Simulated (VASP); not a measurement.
# Mg2B3 (P6/mmm) in VASP: a series of runs, part 3 of 3

VASP 6.6.1. The steps go on from the part before.

## (6) Relaxation of cell and atoms, PBE

This run uses another cell than the first one, of 16.83 Å³/atom, 1.195 times its volume.

The input, INCAR:

```
PREC = Accurate ; ENCUT = 600
EDIFF = 1E-6 ; ISMEAR = 0
SIGMA = 0.1 ; LREAL = False
LASPH = True ; NELM = 80
ALGO = Normal ; ISIF = 3
LWAVE = False ; LCHARG = False
GGA = PE ; IBRION = 2
NSW = 100 ; EDIFFG = -0.01
```

The input, KPOINTS:

```
Automatic mesh
0
Gamma
  12 12 8
```

The input, POSCAR:

```
Mg2B3
1.0
    4.5525052658      0.0000000000      0.0000000000
   -2.2762526329      3.9425852111      0.0000000000
    0.0000000000      0.0000000000      4.6897354927
Mg B
2 3
Direct
    0.3333333333      0.6666666667      0.5000000000
    0.6666666667      0.3333333333      0.5000000000
    0.0000000000      0.0000000000      0.6689309440
    0.0000000000      0.0000000000      0.3310690560
    0.0000000000      0.0000000000      0.0000000000
```

Potentials or basis: VASP PAW PBE potentials, release 64 (Mg, B).

Run with:

```sh
cat potpaw_PBE.64/Mg/POTCAR potpaw_PBE.64/B/POTCAR > POTCAR
mpirun -np 1 vasp_std > vasp.out
```

OUTCAR:

```text
PREC = Accurate
   ENCUT = 600
   EDIFF = 1E-6
   ISMEAR = 0
   LREAL = False
   LASPH = True
   NELM = 80
   ISIF = 3
   GGA = PE
   IBRION = 2
   NSW = 100
   EDIFFG = -0.01

 ion  position               nearest neighbor table
   1  0.333  0.667  0.500-   2 2.63   2 2.63   2 2.63   4 2.75   3 2.75   4 2.75   3 2.75   4 2.75
                             3 2.75
   2  0.667  0.333  0.500-   1 2.63   1 2.63   1 2.63   4 2.75   3 2.75   3 2.75   4 2.75   3 2.75
                             4 2.75
   3  0.000  0.000  0.669-   5 1.55   4 1.58   1 2.75   2 2.75   2 2.75   1 2.75   2 2.75   1 2.75

   4  0.000  0.000  0.331-   5 1.55   3 1.58   1 2.75   2 2.75   2 2.75   1 2.75   2 2.75   1 2.75

   5  0.000  0.000  0.000-   3 1.55   4 1.55

  LATTYP: Found a hexagonal cell.
 ALAT       =     4.5525052658
 C/A-ratio  =     1.0301438920

  Lattice vectors:

 A1 = (   4.5525052658,   0.0000000000,   0.0000000000)
 A2 = (  -2.2762526329,   3.9425852111,   0.0000000000)
 A3 = (   0.0000000000,   0.0000000000,   4.6897354927)

Analysis of symmetry for initial positions (statically):
=====================================================================
 Subroutine PRICEL returns:
 Original cell was already a primitive cell.

 Routine SETGRP: Setting up the symmetry group for a
 hexagonal supercell.

 Subroutine GETGRP returns: Found 24 space group operations
 (whereof 24 operations were pure point group operations)
 out of a pool of 24 trial point group operations.

The static configuration has the point symmetry D_6h.

Analysis of symmetry for dynamics (positions and initial velocities):
=====================================================================
 Subroutine PRICEL returns:
 Original cell was already a primitive cell.

 Routine SETGRP: Setting up the symmetry group for a
 hexagonal supercell.

 Subroutine GETGRP returns: Found 24 space group operations
 (whereof 24 operations were pure point group operations)
 out of a pool of 24 trial point group operations.

The dynamic configuration has the point symmetry D_6h.

 Subroutine INISYM returns: Found 24 space group operations
 (whereof 24 operations are pure point group operations),
 and found     1 'primitive' translations

----------------------------------------------------------------------------------------

                                     Primitive cell

  volume of cell :      84.1744

  direct lattice vectors                    reciprocal lattice vectors
     4.552505266  0.000000000  0.000000000     0.219659274  0.126820341  0.000000000
    -2.276252633  3.942585211  0.000000000     0.000000000  0.253640682  0.000000000
     0.000000000  0.000000000  4.689735493     0.000000000  0.000000000  0.213231642

  length of vectors
     4.552505266  4.552505266  4.689735493     0.253640682  0.253640682  0.213231642

  position of ions in fractional coordinates (direct lattice)
     0.333333333  0.666666667  0.500000000
     0.666666667  0.333333333  0.500000000
     0.000000000  0.000000000  0.668930944
     0.000000000  0.000000000  0.331069056
     0.000000000  0.000000000  0.000000000

  ion indices of the primitive-cell ions
   primitive index   ion index
                 1           1
                 2           2
                 3           3
                 4           4
                 5           5

[... 62 lines left out ...]
   PREC   = accura    normal or accurate (medium, high low for compatibility)
   ISTART =      0    job   : 0-new  1-cont  2-samecut
   ICHARG =      2    charge: 1-file 2-atom 10-const
   ISPIN  =      1    spin polarized calculation?
   LNONCOLLINEAR =      F non collinear calculations
   LSORBIT =      F    spin-orbit coupling
   LASPH  =      T    aspherical Exc in radial PAW
   ENCUT  =  600.0 eV  44.10 Ry    6.64 a.u.   9.09  9.09  9.37*2*pi/ulx,y,z
   NELM   =     80;   NELMIN=  2; NELMDL= -5     # of ELM steps
   EDIFF  = 0.1E-05   stopping-criterion for ELM
   LREAL  =      F    real-space projection
   EDIFFG = -.1E-01   stopping-criterion for IOM
   NSW    =    100    number of steps for IOM
   IBRION =      2    ionic relax: 0-MD 1-quasi-New 2-CG
   NFREE  =      1    steps in history (QN), initial steepest desc. (CG)
   ISIF   =      3    stress and relaxation
   ISYM   =      2    0-nonsym 1-usesym 2-fastsym
   POTIM  = 0.5000    time-step for ionic-motion
   TEBEG  =    0.0;   TEEND  =   0.0 temperature during run
   PSTRESS=    0.0 pullay stress
   NELECT =      13.0000    total number of electrons
   NUPDOWN=      -1.0000    fix difference up-down
   EMIN   =  10.00;   EMAX   =-10.00  energy-range for DOS
   EFERMI =   0.00;   METHOD = LEGACY
   ISMEAR =     0;   SIGMA  =   0.10  broadening in eV -4-tet -1-fermi 0-gaus
   EFERMI_NEDOS =   21; number of points for ismear=-14 and -15
   IALGO  =     38    algorithm
   IMIX   =      4    mixing-type and parameters
     AMIX     =   0.40;   BMIX     =  1.00
     AMIX_MAG =   1.60;   BMIX_MAG =  1.00
  volume/ion in A,a.u.               =      16.83       113.61
  Fermi-wavevector in a.u.,A,eV,Ry     =   0.878340  1.659822 10.496638  0.771481
  Thomas-Fermi vector in A             =   1.998413
   LORBIT       =      0    0 simple, 1 ext, 2 COOP (PROOUT), +10 PAW based schemes
   GGA     = PE    functional components
   LHFCALC =     F    Hartree Fock is set to
   AEXX    =    0.0000 exact exchange contribution
   IVDW    =     0    specifies the selected vdW correction
   LEPSILON=     F    determine dielectric tensor
   LRPA    =     F    only Hartree local field effects (RPA)
 conjugate gradient relaxation of ions
 non-spin polarized calculation
 Gauss-broadening in eV      SIGMA  =   0.10
  energy-cutoff  :      600.00
  volume of cell :       84.17
 maximum number of plane-waves:      2853
   NGX = 19   NGY = 19   NGZ = 19

--------------------------------------- Ionic step        1  -------------------------------------------

 number of electron      13.0000000 magnetization

 Free energy of the ion-electron system (eV)
  ---------------------------------------------------
  ext. energy  EPLUGINS =         0.00000000
  ---------------------------------------------------
  free energy    TOTEN  =       -19.88604218 eV

  energy without entropy =      -19.87176625  energy(sigma->0) =      -19.87890422

------------------------ aborting loop because EDIFF is reached ----------------------------------------

  FORCE on cell =-STRESS in cart. coord.  units (eV):
  Direction    XX          YY          ZZ          XY          YZ          ZX
  --------------------------------------------------------------------------------------
  -------------------------------------------------------------------------------------
  Total        0.1566056      0.1566056     -0.2236373      0.0000000     -0.0000000      0.0000000
  in kB        2.9808344      2.9808344     -4.2567193      0.0000000     -0.0000000      0.0000000
  external PRESSURE =       0.5683165 kB  Pullay stress =       0.0000000 kB
[... 299 lines left out ...]
--------------------------------------- Ionic step        9  -------------------------------------------

 number of electron      13.0000000 magnetization

 Free energy of the ion-electron system (eV)
  ---------------------------------------------------
  ext. energy  EPLUGINS =         0.00000000
  ---------------------------------------------------
  free energy    TOTEN  =       -19.88791362 eV

  energy without entropy =      -19.87595442  energy(sigma->0) =      -19.88193402

 E-fermi :   2.3196     XC(G=0):  -8.5255

 val. band max:        2.3177342096   @ k =   0.1667  -0.0000   0.2500
 cond. band min:       2.3210732342   @ k =   0.3333   0.1667   0.1250
 fundamental gap:      0.0033390246
 Fermi energy:         2.3195522235

 k-point     1 :       0.0000    0.0000    0.0000
  band No.  band energies     occupation
      1      -8.3262      2.00000
      2      -3.8390      2.00000
      3      -3.6381      2.00000
      4      -0.8290      2.00000
      5      -0.8290      2.00000
      6       0.8084      2.00000
      7       4.0045      0.00000
      8       4.0045      0.00000
      9       5.2599      0.00000
     10       5.7262      0.00000
[... 287 lines left out ...]
 k-point    24 :       0.3333    0.0000    0.1250
  band No.  band energies     occupation
      1      -7.8517      2.00000
      2      -4.4179      2.00000
      3      -2.9080      2.00000
      4      -2.7518      2.00000
      5      -1.2011      2.00000
      6       1.9366      2.00000
      7       2.4627      0.04297
      8       3.9681      0.00000
      9       4.5790      0.00000
     10       5.7539      0.00000

 [... further k-points ...]

------------------------ aborting loop because EDIFF is reached ----------------------------------------

  FORCE on cell =-STRESS in cart. coord.  units (eV):
  Direction    XX          YY          ZZ          XY          YZ          ZX
  --------------------------------------------------------------------------------------
  -------------------------------------------------------------------------------------
  Total       -0.0035158     -0.0035158     -0.0377038      0.0000000     -0.0000000      0.0000000
  in kB       -0.0657813     -0.0657813     -0.7054506      0.0000000     -0.0000000      0.0000000
  external PRESSURE =      -0.2790044 kB  Pullay stress =       0.0000000 kB
[... 20 lines left out ...]
  FREE ENERGIE OF THE ION-ELECTRON SYSTEM (eV)
  ---------------------------------------------------
  free  energy   TOTEN  =       -19.8879136197 eV

  energy  without entropy=      -19.8759544179  energy(sigma->0) =      -19.88193402

 reached required accuracy - stopping structural energy minimisation
```

CONTCAR:

```text
Mg2B3
   1.00000000000000
     4.5966183786121784    0.0000000000000000   -0.0000000000000000
    -2.2983091893060892    3.9807882874369538    0.0000000000000000
     0.0000000000000000   -0.0000000000000000    4.6797349399840558
  Mg              B
     2     3
Direct
     0.3333333332999970    0.6666666667000030    0.5000000000000000
     0.6666666667000030    0.3333333332999970    0.5000000000000000
     0.0000000000000000    1.0000000000000000    0.6686966854199407
     0.0000000000000000    0.0000000000000000    0.3313033145800593
     1.0000000000000000    0.0000000000000000    0.0000000000000000

  0.00000000E+00  0.00000000E+00  0.00000000E+00
  0.00000000E+00  0.00000000E+00  0.00000000E+00
  0.00000000E+00  0.00000000E+00  0.00000000E+00
  0.00000000E+00  0.00000000E+00  0.00000000E+00
  0.00000000E+00  0.00000000E+00  0.00000000E+00
```

It took 5.4 min on 1 thread of Intel Xeon 6975P-C, shared host; peak memory 0.31 GiB.

What came out:

- Free energy: -19.8879 eV
- Relaxed volume: 17.13 Å³/atom
- Relaxed cell: a = 4.597 Å, b = 4.597 Å, c = 4.680 Å, α = 90.00°, β = 90.00°, γ = 120.00°
- Space group after relaxing (to 0.05 Å): P6/mmm (No. 191)
- Energy gained by relaxing: 0.4 meV/atom
- Ionic steps: 9
- Pressure after relaxing: 0.0 GPa
- Largest force after relaxing: 0.006 eV/Å

Forces in eV/Å, atoms in the order of the input:
```
Mg   0.000  0.000  0.000
Mg   0.000  0.000  0.000
B    0.000  0.000 -0.006
B    0.000  0.000  0.006
B    0.000  0.000  0.000
```

The path:
```csv
step,energy change (eV),largest force (eV/Å),pressure (GPa),volume (Å³)
1,0.0000,0.0293,0.06,84.17
2,-0.0004,0.1058,0.30,84.25
3,-0.0004,0.0775,0.25,84.23
4,-0.0008,0.0252,0.28,84.41
5,-0.0011,0.0467,0.32,84.65
6,-0.0016,0.0230,0.17,84.96
7,-0.0018,0.0098,-0.04,85.41
8,-0.0019,0.0081,-0.04,85.54
9,-0.0019,0.0064,-0.03,85.63
```

Final structure:
```
Mg B
1.0
     4.59662    0.00000    0.00000
    -2.29831    3.98079    0.00000
     0.00000    0.00000    4.67973
Mg B
2 3
Direct
  0.33333 0.66667 0.50000
  0.66667 0.33333 0.50000
  0.00000 0.00000 0.66870
  0.00000 0.00000 0.33130
  0.00000 0.00000 0.00000
```

Levels at points of the mesh, in eV from the Fermi level:
| k point | band 4 | band 5 | band 6 | band 7 | band 8 | band 9 | band 10 |
| --- | --- | --- | --- | --- | --- | --- | --- |
| (0.00, 0.00, 0.00) | -3.15 | -3.15 | -1.51 | 1.68 | 1.68 | 2.94 | 3.41 |
| (0.50, 0.00, 0.00) | -5.74 | -3.73 | -0.65 | 0.88 | 1.67 | 2.79 | 3.05 |
| (0.00, 0.00, 0.50) | -2.20 | -2.20 | -0.99 | -0.53 | -0.53 | 1.05 | 2.08 |
| (0.50, 0.00, 0.50) | -3.65 | -2.86 | -2.59 | -0.96 | -0.06 | 2.55 | 4.49 |

## (7) Summary

```tsv
task	cell	k mesh	cutoff (eV)	gap on the mesh (eV)	pressure (GPa)	relaxed volume (Å³/atom)	largest force (eV/Å)
single point	a = 3.913, b = 3.913, c = 5.312 Å, angles 90.0, 90.0, 120.0°, 5 atoms	6 × 6 × 4	520	none	6.2	-	2.99
single point	a = 4.553, b = 4.553, c = 4.690 Å, angles 90.0, 90.0, 120.0°, 5 atoms	6 × 6 × 4	520	none	0.0	-	-
relaxation of cell and atoms	relaxed from a = 3.913, b = 3.913, c = 5.312 Å, angles 90.0, 90.0, 120.0°, 5 atoms	6 × 6 × 4	600	none	0.0	16.82	-
single point	a = 4.601, b = 4.601, c = 4.679 Å, angles 90.0, 90.0, 120.0°, 5 atoms	12 × 12 × 8	520	none	-0.1	-	-
relaxation of cell and atoms	relaxed from a = 4.553, b = 4.553, c = 4.690 Å, angles 90.0, 90.0, 120.0°, 5 atoms	12 × 12 × 8	600	none	0.0	17.13	0.01
```

Alike in all rows: level PBE; potentials or basis VASP PAW PBE potentials, release 64 (Mg, B); no spin polarisation; smearing gaussian 0.1 eV.

Caveats: forces of over 1 eV/Å act on the atoms, so gaps and moduli don't describe the material at rest (some runs); the volume moved by over 15 % at a fixed basis, so the end points are rough (some runs).

Total energies depend on the potentials used, so only differences within one code and one set of settings carry meaning.
